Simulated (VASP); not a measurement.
**KNa3Cl4: single point with PBEsol**

Crystal: KNa3Cl4.

```
Cl Na K
1.0
     0.00000    5.72229    5.72229
     5.72229    0.00000    5.72229
     5.72229    5.72229    0.00000
Cl Na K
8 6 2
Direct
  0.75268 0.24909 0.24818
  0.24944 0.75689 0.74606
  0.25003 0.75099 0.25144
  0.74551 0.25130 0.75030
  0.25141 0.24994 0.74811
  0.74910 0.74948 0.24648
  0.25346 0.24737 0.24646
  0.75384 0.75099 0.74819
  0.00231 0.00113 0.99715
  0.49284 0.50245 0.50327
  0.50781 0.49985 0.99616
  0.00413 0.49620 0.00107
  0.49635 0.00091 0.00064
  0.99726 0.49621 0.50421
  0.00128 0.00242 0.49908
  0.49878 0.99870 0.49588
```

```
Program             : VASP 6.6.1
Task                : single point
Functional          : PBEsol
Potentials or basis : VASP PAW PBE potentials, release 64 (Cl, Na_pv, K_sv)
Cutoff              : 500 eV
k mesh              : 2 × 2 × 2
Occupations         : fermi-dirac, width 0.05 eV
Spin                : collinear spin
Starting moments    : [0.125, 0.125, 0.125, 0.125, 0.125, 0.125, 0.125, 0.125, 0.125, 0.125, 0.125, 0.125, 0.125, 0.125, 0.125, 0.125] μB
```

```json
{
  "Pressure": "1.3 GPa",
  "Largest force": "0.885 eV/Å",
  "Band gap on the k mesh": "4.97 eV",
  "Net moment": "0.00 μB per cell",
  "Valence electrons inside the program's atomic spheres": "Cl 5.14, 5.13 (each value once); Na 6.02; K 7.61"
}
```

Forces in eV/Å, atoms in the order of the input:
```
Cl   0.008 -0.507  0.440
Cl  -0.006  0.608 -0.642
Cl  -0.549 -0.030 -0.037
Cl   0.485  0.016  0.037
Cl   0.461 -0.017 -0.019
Cl  -0.495  0.058  0.009
Cl   0.067 -0.560  0.555
Cl  -0.015  0.404 -0.535
Na   0.021  0.011 -0.049
Na  -0.058  0.011  0.046
Na   0.051 -0.021 -0.031
Na   0.032 -0.050  0.013
Na  -0.055  0.027  0.015
Na  -0.004 -0.042  0.062
K    0.015 -0.083 -0.063
K    0.043  0.175  0.200
```

Stress tensor (GPa, compression positive):
```
 1.22  0.01 -0.02
 0.01  1.29  0.03
-0.02  0.03  1.36
```

Levels at points of the mesh, in eV from the valence-band top:
Spin up:
```csv
k point,band 56,band 57,band 58,band 59,band 60,band 61
"(0.00, 0.00, 0.00)",-0.01,-0.01,0.00,4.97,7.08,7.10
"(0.50, 0.00, 0.00)",-0.17,-0.14,-0.13,6.39,6.42,7.71
"(0.00, 0.50, 0.00)",-0.24,-0.12,-0.11,6.37,6.45,7.49
"(0.00, 0.00, 0.50)",-0.24,-0.12,-0.11,6.38,6.43,7.49
"(0.50, 0.50, 0.50)",-0.17,-0.15,-0.14,6.39,6.42,7.72
"(0.50, 0.50, 0.00)",-0.27,-0.25,-0.24,6.77,6.78,7.82
"(0.00, 0.50, 0.50)",-0.30,-0.19,-0.18,6.66,6.91,7.62
"(0.50, 0.00, 0.50)",-0.27,-0.24,-0.23,6.77,6.79,7.83
```
Spin down:
```tsv
k point	band 55	band 56	band 57	band 58	band 59	band 60	band 61	band 62
(0.00, 0.00, 0.00)	-0.30	-0.01	-0.01	0.00	4.97	7.08	7.10	7.15
(0.50, 0.00, 0.00)	-0.18	-0.17	-0.14	-0.13	6.39	6.42	7.71	7.74
(0.00, 0.50, 0.00)	-0.25	-0.24	-0.12	-0.11	6.37	6.45	7.49	7.51
(0.00, 0.00, 0.50)	-0.24	-0.24	-0.12	-0.11	6.38	6.43	7.49	7.52
(0.50, 0.50, 0.50)	-0.17	-0.17	-0.15	-0.14	6.39	6.42	7.72	7.73
(0.50, 0.50, 0.00)	-0.27	-0.27	-0.25	-0.24	6.77	6.78	7.82	7.86
(0.00, 0.50, 0.50)	-0.30	-0.30	-0.19	-0.18	6.66	6.91	7.62	7.71
(0.50, 0.00, 0.50)	-0.27	-0.27	-0.24	-0.23	6.77	6.79	7.83	7.86
```

Wall time 6.7 min on 1 thread of Intel(R) Xeon(R) Platinum 8488C (Sapphire Rapids), on a shared host, peak memory 0.79 GiB.

Caveat: the k points lie up to 0.48 Å⁻¹ apart; the PAW data sets were made with another functional, which shifts forces and pressure a little.
